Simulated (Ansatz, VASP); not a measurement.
## One calculation of AgCl, two programs

```xyz
2
Lattice="0.0000 2.7731 2.7731 2.7731 0.0000 2.7731 2.7731 2.7731 0.0000" Properties=species:S:1:pos:R:3 pbc="T T T"
Ag    2.7731    2.7731    2.7731
Cl   -0.1414   -0.1414    0.0000
```

Change from the starting cell: all Cl atoms moved -0.200 Å, as atom 2 along Cartesian [1 1 0].

Alike in both runs: task single point; functional PBE; k mesh 8 × 8 × 8; occupations gaussian, width 0.05 eV; no spin polarisation.

|  | VASP | Ansatz |
| --- | --- | --- |
| version | VASP 6.6.1 | Ansatz 0.2.0 |
| potentials or method | VASP PAW PBE potentials, release 64 (Ag, Cl), cutoff 520 eV | scalar-relativistic, plane waves, PAW |
| valence electrons in the cell | 18 | 26 |

Ansatz gave:

| Property | Result |
| --- | --- |
| gap on the k mesh at the Fermi level (eV) | 0.89 |
| least direct gap on the mesh (eV) | 2.64 |
| pressure (GPa) | 2.3 |
| traceless stress, the component that is largest in VASP (GPa) | -0.63 |
| rms of the force components (eV/Å) | 0.141 |

Q: What did VASP give for the same quantities?

A: gap on the k mesh at the Fermi level (eV): 0.88; least direct gap on the mesh (eV): 2.64; pressure (GPa): 2.1; traceless stress, the component that is largest in VASP (GPa): -0.62; rms of the force components (eV/Å): 0.139.

Atom by atom the forces differ by 0.002 eV/Å (rms over components). The functional is the same, so the differences come from potentials, cutoffs and numerics. VASP's potentials hold 18 valence electrons a cell and Ansatz's 26, so a difference there can come from the potentials and not from the codes.
